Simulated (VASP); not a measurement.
# Co (P-3m1) in VASP: notebook

Runs on Co. Level: r2SCAN. Tasks: single point.

Program: VASP 6.6.1. These are calculated values, not measurements. Logs are shortened: lines on timing, memory, paths and dates and some standing lists are left out, and cuts for length are marked.

**1. The cell of the first run**

Symmetry: P-3m1, No. 164, trigonal system. The conventional cell has a = 2.437 Å, b = 2.437 Å, c = 3.980 Å, α = 90.00°, β = 90.00°, γ = 120.00°. Within 3.1 Å of Co (site symmetry 3m) lie 12 Co at 2.37 to 2.50 Å.

**2. Single point, r2SCAN, collinear spin, ferromagnetic start**

POSCAR

```
Co
1.0
    2.4365880777      0.0000000000      0.0000000000
   -1.2182940388      2.1101471738      0.0000000000
    0.0000000000      0.0000000000      3.9803419532
Co
2
Direct
    0.3333333333      0.6666666667      0.7401390000
    0.6666666667      0.3333333333      0.2598610000
```

INCAR.step1

```
SYSTEM = Co
PREC = Accurate
ENCUT = 520
ISMEAR = -1
SIGMA = 0.05
LREAL = .False.
LASPH = .True.
NELM = 150
ISPIN = 2
MAGMOM = 2 2
LMAXMIX = 4
NBANDS = 20
GGA = PE
ALGO = Normal
EDIFF = 1E-4
LWAVE = .True.
LCHARG = .False.
```

INCAR.step2

```
SYSTEM = Co
PREC = Accurate
ENCUT = 520
EDIFF = 1E-6
ISMEAR = -1
SIGMA = 0.05
LREAL = .False.
LASPH = .True.
NELM = 150
ALGO = Normal
ISIF = 2
LWAVE = .False.
LCHARG = .True.
ISPIN = 2
MAGMOM = 2 2
LORBIT = 11
LMAXMIX = 4
METAGGA = R2SCAN
LMIXTAU = .True.
LELF = .True.
LVHAR = .True.
NBANDS = 20
ISTART = 1
```

KPOINTS

```
regular mesh
0
Gamma
  12 12 7
  0 0 0
```

Potentials or basis: VASP PAW PBE potentials, release 64 (Co).

Started as:

```sh
$ cat potpaw_PBE.64/Co/POTCAR > POTCAR
$ cp INCAR.step1 INCAR
$ mpirun -np 1 vasp_std > vasp.out
$ cp INCAR.step2 INCAR
$ mpirun -np 1 vasp_std > vasp.out
```

OUTCAR:

```text
SYSTEM = Co
   PREC = Accurate
   ENCUT = 520
   EDIFF = 1E-6
   ISMEAR = -1
   LREAL = .False.
   LASPH = .True.
   NELM = 150
   ISIF = 2
   ISPIN = 2
   LORBIT = 11
   METAGGA = R2SCAN
   ISTART = 1

 ion  position               nearest neighbor table
   1  0.333  0.667  0.740-   2 2.37   2 2.37   2 2.37   2 2.50   2 2.50   2 2.50
   2  0.667  0.333  0.260-   1 2.37   1 2.37   1 2.37   1 2.50   1 2.50   1 2.50

  LATTYP: Found a hexagonal cell.
 ALAT       =     2.4365880777
 C/A-ratio  =     1.6335719565

  Lattice vectors:

 A1 = (   2.4365880777,   0.0000000000,   0.0000000000)
 A2 = (  -1.2182940388,   2.1101471738,   0.0000000000)
 A3 = (   0.0000000000,   0.0000000000,   3.9803419532)

Analysis of symmetry for initial positions (statically):
=====================================================================
 Subroutine PRICEL returns:
 Original cell was already a primitive cell.

 Routine SETGRP: Setting up the symmetry group for a
 hexagonal supercell.

 Subroutine GETGRP returns: Found 12 space group operations
 (whereof 12 operations were pure point group operations)
 out of a pool of 24 trial point group operations.

The static configuration has the point symmetry D_3d.

Analysis of symmetry for dynamics (positions and initial velocities):
=====================================================================
 Subroutine PRICEL returns:
 Original cell was already a primitive cell.

 Routine SETGRP: Setting up the symmetry group for a
 hexagonal supercell.

 Subroutine GETGRP returns: Found 12 space group operations
 (whereof 12 operations were pure point group operations)
 out of a pool of 24 trial point group operations.

The dynamic configuration has the point symmetry D_3d.

Analysis of structural, dynamic, and magnetic symmetry:
=====================================================================
 Subroutine PRICEL returns:
 Original cell was already a primitive cell.

 Routine SETGRP: Setting up the symmetry group for a
 hexagonal supercell.

 Subroutine GETGRP returns: Found 12 space group operations
 (whereof 12 operations were pure point group operations)
 out of a pool of 24 trial point group operations.

The overall configuration has the point symmetry D_3d.

 Subroutine INISYM returns: Found 12 space group operations
 (whereof 12 operations are pure point group operations),
 and found     1 'primitive' translations

----------------------------------------------------------------------------------------

                                     Primitive cell

  volume of cell :      20.4652

  direct lattice vectors                    reciprocal lattice vectors
     2.436588078  0.000000000  0.000000000     0.410409954  0.236950297  0.000000000
    -1.218294039  2.110147174  0.000000000     0.000000000  0.473900594  0.000000000
     0.000000000  0.000000000  3.980341953     0.000000000  0.000000000  0.251234696

  length of vectors
     2.436588078  2.436588078  3.980341953     0.473900594  0.473900594  0.251234696

  position of ions in fractional coordinates (direct lattice)
     0.333333333  0.666666667  0.740139000
     0.666666667  0.333333333  0.259861000

  ion indices of the primitive-cell ions
   primitive index   ion index
                 1           1
                 2           2

----------------------------------------------------------------------------------------

 KPOINTS: regular mesh

Automatic generation of k-mesh.
 Grid dimensions read from file:
 generate k-points for:   12   12    7

 Generating k-lattice:

  Cartesian coordinates                     Fractional coordinates (reciprocal lattice)
     0.034200829  0.019745858  0.000000000     0.083333333 -0.000000000  0.000000000
     0.000000000  0.039491716  0.000000000     0.000000000  0.083333333  0.000000000
     0.000000000  0.000000000  0.035890671     0.000000000  0.000000000  0.142857143

  Length of vectors
     0.039491716  0.039491716  0.035890671

  Shift w.r.t. Gamma in fractional coordinates (k-lattice)
     0.000000000  0.000000000  0.000000000

 Subroutine IBZKPT returns following result:
 ===========================================

 Found    112 irreducible k-points:

 Following reciprocal coordinates:
            Coordinates               Weight
  0.000000  0.000000  0.000000      1.000000
  0.083333 -0.000000  0.000000      6.000000
  0.166667  0.000000  0.000000      6.000000
  0.250000 -0.000000  0.000000      6.000000
  0.333333  0.000000  0.000000      6.000000
  0.416667 -0.000000  0.000000      6.000000
[... 16 lines left out ...]
  0.166667  0.000000  0.142857      6.000000
  0.000000  0.166667  0.142857      6.000000
 [... further k-points ...]
   k-points           NKPTS =    112   k-points in BZ     NKDIM =    112   number of bands    NBANDS=     20
   number of dos      NEDOS =    301   number of ions     NIONS =      2
   total plane-waves  NPLWV =   9720
   dimension x,y,z NGX =    18 NGY =   18 NGZ =   30
   dimension x,y,z NGXF=    36 NGYF=   36 NGZF=   60
   ions per type =               2
   NGX,Y,Z   is equivalent  to a cutoff of  12.28, 12.28, 12.53 a.u.
   NGXF,Y,Z  is equivalent  to a cutoff of  24.56, 24.56, 25.06 a.u.
 SYSTEM =  Co
   PREC   = accura    normal or accurate (medium, high low for compatibility)
   ISTART =      1    job   : 0-new  1-cont  2-samecut
   ICHARG =      0    charge: 1-file 2-atom 10-const
   ISPIN  =      2    spin polarized calculation?
   LNONCOLLINEAR =      F non collinear calculations
   LSORBIT =      F    spin-orbit coupling
   LASPH  =      T    aspherical Exc in radial PAW
   ENCUT  =  520.0 eV  38.22 Ry    6.18 a.u.   4.53  4.53  7.40*2*pi/ulx,y,z
   NELM   =    150;   NELMIN=  2; NELMDL=  0     # of ELM steps
   EDIFF  = 0.1E-05   stopping-criterion for ELM
   LREAL  =      F    real-space projection
   EDIFFG = 0.1E-04   stopping-criterion for IOM
   NSW    =      0    number of steps for IOM
   IBRION =     -1    ionic relax: 0-MD 1-quasi-New 2-CG
   NFREE  =      0    steps in history (QN), initial steepest desc. (CG)
   ISIF   =      2    stress and relaxation
   ISYM   =      2    0-nonsym 1-usesym 2-fastsym
   POTIM  = 0.5000    time-step for ionic-motion
   TEBEG  =    0.0;   TEEND  =   0.0 temperature during run
   PSTRESS=    0.0 pullay stress
   NELECT =      18.0000    total number of electrons
   NUPDOWN=      -1.0000    fix difference up-down
   EMIN   =  10.00;   EMAX   =-10.00  energy-range for DOS
   EFERMI =   0.00;   METHOD = LEGACY
   ISMEAR =    -1;   SIGMA  =   0.05  broadening in eV -4-tet -1-fermi 0-gaus
   EFERMI_NEDOS =   21; number of points for ismear=-14 and -15
   IALGO  =     38    algorithm
   IMIX   =      4    mixing-type and parameters
     AMIX     =   0.40;   BMIX     =  1.00
     AMIX_MAG =   1.60;   BMIX_MAG =  1.00
  volume/ion in A,a.u.               =      10.23        69.05
  Fermi-wavevector in a.u.,A,eV,Ry     =   1.568534  2.964099 33.474396  2.460299
  Thomas-Fermi vector in A             =   2.670551
   LORBIT       =     11    0 simple, 1 ext, 2 COOP (PROOUT), +10 PAW based schemes
   METAGGA = R2SCAN    functional components
   LHFCALC =     F    Hartree Fock is set to
   AEXX    =    0.0000 exact exchange contribution
   IVDW    =     0    specifies the selected vdW correction
   LEPSILON=     F    determine dielectric tensor
   LRPA    =     F    only Hartree local field effects (RPA)
 spin polarized calculation
  energy-cutoff  :      520.00
  volume of cell :       20.47
 maximum number of plane-waves:       570
   NGX =  9   NGY =  9   NGZ = 15

 number of electron      18.0000001 magnetization       3.4880768

 Free energy of the ion-electron system (eV)
  ---------------------------------------------------
  ext. energy  EPLUGINS =         0.00000000
  ---------------------------------------------------
  free energy    TOTEN  =       -26.39172510 eV

  energy without entropy =      -26.38164494  energy(sigma->0) =      -26.38668502

 E-fermi :  11.2072     XC(G=0): -15.0734

 val. band max:       11.2023869832   @ k =   0.1667   0.0000   0.1429
 cond. band min:      11.2129984570   @ k =   0.1667   0.1667   0.1429
 fundamental gap:      0.0106114738
 Fermi energy:        11.2072192820

 spin component 1

 k-point     1 :       0.0000    0.0000    0.0000
  band No.  band energies     occupation
      1       1.4633      1.00000
      2       5.0975      1.00000
      3       7.6709      1.00000
      4       7.7051      1.00000
      5       7.7052      1.00000
      6       8.0550      1.00000
[... 12 lines left out ...]
     19      38.9483      0.00000
     20      38.9483      0.00000

 k-point     2 :       0.0833   -0.0000    0.0000
  band No.  band energies     occupation
      1       1.7280      1.00000
      2       5.2525      1.00000
      3       7.4440      1.00000
      4       7.8265      1.00000
      5       7.8884      1.00000
      6       8.0047      1.00000
[... 12 lines left out ...]
     19      40.2366      0.00000
     20      41.5099      0.00000

 k-point     3 :       0.1667    0.0000    0.0000
  band No.  band energies     occupation
      1       2.4890      1.00000
      2       5.6282      1.00000
      3       7.1283      1.00000
      4       7.6029      1.00000
      5       7.8253      1.00000
      6       8.0996      1.00000
[... 12 lines left out ...]
     19      39.4771      0.00000
     20      41.5602      0.00000

 k-point     4 :       0.2500   -0.0000    0.0000
  band No.  band energies     occupation
      1       3.6159      1.00000
      2       5.8904      1.00000
      3       6.6949      1.00000
      4       7.1207      1.00000
      5       7.7331      1.00000
      6       7.9297      1.00000
[... 429 lines left out ...]
 k-point    23 :       0.1667    0.0000    0.1429
  band No.  band energies     occupation
      1       2.6891      1.00000
      2       5.6448      1.00000
      3       7.0917      1.00000
      4       7.4194      1.00000
      5       7.7576      1.00000
      6       7.9465      1.00000
[... 12 lines left out ...]
     19      39.7333      0.00000
     20      40.5580      0.00000

 k-point    24 :       0.0000    0.1667    0.1429
  band No.  band energies     occupation
      1       2.6876      1.00000
      2       5.6549      1.00000
      3       7.1441      1.00000
      4       7.4633      1.00000
      5       7.6958      1.00000
      6       8.0648      1.00000
[... 12 lines left out ...]
     19      39.5123      0.00000
     20      40.5227      0.00000

 [... further k-points ...]

 spin component 2

 k-point     1 :       0.0000    0.0000    0.0000
  band No.  band energies     occupation
      1       0.9135      1.00000
      2       6.2531      1.00000
      3       9.9391      1.00000
      4      10.1864      1.00000
      5      10.1864      1.00000
      6      10.4334      1.00000
[... 12 lines left out ...]
     19      39.6861      0.00000
     20      39.6861      0.00000

 k-point     2 :       0.0833   -0.0000    0.0000
  band No.  band energies     occupation
      1       1.1844      1.00000
      2       6.4429      1.00000
      3       9.6983      1.00000
      4       9.8875      1.00000
      5      10.3261      1.00000
      6      10.3303      1.00000
[... 12 lines left out ...]
     19      40.4797      0.00000
     20      42.3346      0.00000

 k-point     3 :       0.1667    0.0000    0.0000
  band No.  band energies     occupation
      1       1.9721      1.00000
      2       6.9326      1.00000
      3       8.9838      1.00000
      4       9.4018      1.00000
      5      10.1037      1.00000
      6      10.6380      0.99999
[... 12 lines left out ...]
     19      40.0557      0.00000
     20      42.5584      0.00000

 k-point     4 :       0.2500   -0.0000    0.0000
  band No.  band energies     occupation
      1       3.1917      1.00000
      2       7.4266      1.00000
      3       8.3062      1.00000
      4       8.9937      1.00000
      5       9.9123      1.00000
      6      10.4946      1.00000
[... 429 lines left out ...]
 k-point    23 :       0.1667    0.0000    0.1429
  band No.  band energies     occupation
      1       2.1817      1.00000
      2       6.7681      1.00000
      3       8.7291      1.00000
      4       9.4421      1.00000
      5      10.2276      1.00000
      6      10.3481      1.00000
[... 12 lines left out ...]
     19      40.2825      0.00000
     20      41.3048      0.00000

 k-point    24 :       0.0000    0.1667    0.1429
  band No.  band energies     occupation
      1       2.1825      1.00000
      2       6.7693      1.00000
      3       8.8242      1.00000
      4       9.4273      1.00000
      5       9.9767      1.00000
      6      10.4533      1.00000
[... 12 lines left out ...]
     19      40.2050      0.00000
     20      41.2800      0.00000

 [... further k-points ...]
[... 5 lines left out ...]
  --------------------------------------------------------------------------------------
  -------------------------------------------------------------------------------------
  Total        1.4549955      1.4549955      1.4244691      0.0000000      0.0000000     -0.0000000
  in kB      113.9087260    113.9087260    111.5188760      0.0000000      0.0000000     -0.0000000
  external PRESSURE =     113.1121093 kB  Pullay stress =       0.0000000 kB

 VOLUME and BASIS-vectors are now :
 -----------------------------------------------------------------------------
  energy-cutoff  :      520.00
  volume of cell :       20.47
      direct lattice vectors                 reciprocal lattice vectors
     2.436588078  0.000000000  0.000000000     0.410409954  0.236950297  0.000000000
    -1.218294039  2.110147174  0.000000000     0.000000000  0.473900594  0.000000000
     0.000000000  0.000000000  3.980341953     0.000000000  0.000000000  0.251234696

 POSITION                                       TOTAL-FORCE (eV/Angst)
 -----------------------------------------------------------------------------------
     -0.00000      1.40676      2.94601         0.000000     -0.000000      0.408685
      1.21829      0.70338      1.03434        -0.000000      0.000000     -0.408685
 -----------------------------------------------------------------------------------
    total drift:                                0.000000     -0.000000     -0.000000

  FREE ENERGIE OF THE ION-ELECTRON SYSTEM (eV)
  ---------------------------------------------------
  free  energy   TOTEN  =       -26.3917251009 eV

  energy  without entropy=      -26.3816449391  energy(sigma->0) =      -26.38668502

 total charge

# of ion       s       p       d       tot
------------------------------------------
    1        0.539   0.620   7.267   8.425
    2        0.539   0.620   7.267   8.425
--------------------------------------------------
tot          1.077   1.239  14.533  16.850

 magnetization (x)

# of ion       s       p       d       tot
------------------------------------------
    1       -0.011  -0.084   1.887   1.792
    2       -0.011  -0.084   1.887   1.792
--------------------------------------------------
tot         -0.022  -0.169   3.774   3.583
```

It took 3.6 min on 1 thread of Intel Xeon Platinum 8488C (Sapphire Rapids), shared host; peak memory 0.19 GiB.

Results:

| Property | Result |
| --- | --- |
| Free energy | -26.3917 eV |
| Pressure | 11.3 GPa |
| Largest force | 0.409 eV/Å |
| Net moment | 3.49 μB per cell |
| Site moments | Co +1.79 μB |
| Valence electrons inside the program's atomic spheres | Co 8.43 |

Forces in eV/Å, atoms in the order of the input:
```
Co   0.000  0.000  0.409
Co   0.000  0.000 -0.409
```

Stress tensor (GPa, compression positive):
```
11.39  0.00  0.00
 0.00 11.39  0.00
 0.00  0.00 11.15
```

Caveat: the PAW data sets were made with another functional, which shifts forces and pressure a little.

**3. Single point, r2SCAN, collinear spin, ferromagnetic start**

This run uses another cell than the first one, of 10.45 Å³/atom, 1.021 times its volume.

POSCAR

```
Co
1.0
    2.4537477140      0.0000000000      0.0000000000
   -1.2268738570      2.1250078548      0.0000000000
    0.0000000000      0.0000000000      4.0083734539
Co
2
Direct
    0.3333333333      0.6666666667      0.7401390000
    0.6666666667      0.3333333333      0.2598610000
```

INCAR.step1

```
  PREC = Accurate
  ENCUT = 520
  ISMEAR = -1
  SIGMA = 0.05
  LREAL = False
  LASPH = True
  NELM = 150
  ISPIN = 2
  MAGMOM = 2 2
  LMAXMIX = 4
  NBANDS = 20
  GGA = PE
  ALGO = Normal
  EDIFF = 1E-4
  LWAVE = True
  LCHARG = False
```

INCAR.step2

```
  PREC = Accurate
  ENCUT = 520
  EDIFF = 1E-6
  ISMEAR = -1
  SIGMA = 0.05
  LREAL = False
  LASPH = True
  NELM = 150
  ALGO = Normal
  ISIF = 2
  LWAVE = False
  LCHARG = True
  ISPIN = 2
  MAGMOM = 2 2
  LORBIT = 11
  LMAXMIX = 4
  METAGGA = R2SCAN
  LMIXTAU = True
  LELF = True
  LVHAR = True
  NBANDS = 20
  ISTART = 1
```

KPOINTS

```
Automatic mesh
0
Gamma
  12 12 7
```

Potentials or basis: VASP PAW PBE potentials, release 64 (Co).

Started as:

```sh
$ cat potpaw_PBE.64/Co/POTCAR > POTCAR
$ cp INCAR.step1 INCAR
$ mpirun -np 1 vasp_std > vasp.out
$ cp INCAR.step2 INCAR
$ mpirun -np 1 vasp_std > vasp.out
```

Run time: 3.3 min. Hardware: 1 thread of Intel Xeon Platinum 8488C (Sapphire Rapids), shared host; peak memory 0.18 GiB.

The run converged. Its results:

* Free energy: -26.4151 eV
* Pressure: 5.9 GPa
* Largest force: 0.327 eV/Å
* Net moment: 3.53 μB per cell
* Site moments: Co +1.82 μB
* Valence electrons inside the program's atomic spheres: Co 8.38

Forces on the atoms (eV/Å):
```
Co   0.000  0.000  0.327
Co   0.000  0.000 -0.327
```

Stress tensor (GPa, compression positive):
```
5.81 0.00 0.00
0.00 5.81 0.00
0.00 0.00 6.18
```

Levels at points of the mesh, in eV from the Fermi level:
Spin up:
```tsv
k point	band 8	band 9	band 10	band 11	band 12	band 13	band 14	band 15
(0.00, 0.00, 0.00)	-2.78	-2.78	-1.62	-1.62	-0.38	6.29	23.11	26.15
(0.50, 0.00, 0.00)	-1.52	-1.45	-1.21	0.96	3.24	9.84	10.95	12.92
```
Spin down:
```tsv
k point	band 5	band 6	band 7	band 8	band 9	band 10
(0.00, 0.00, 0.00)	-0.97	-0.76	-0.73	-0.73	0.17	0.17
(0.50, 0.00, 0.00)	-1.15	-1.09	-0.68	1.43	1.46	1.78
```

Caveat: the PAW data sets were made with another functional, which shifts forces and pressure a little.
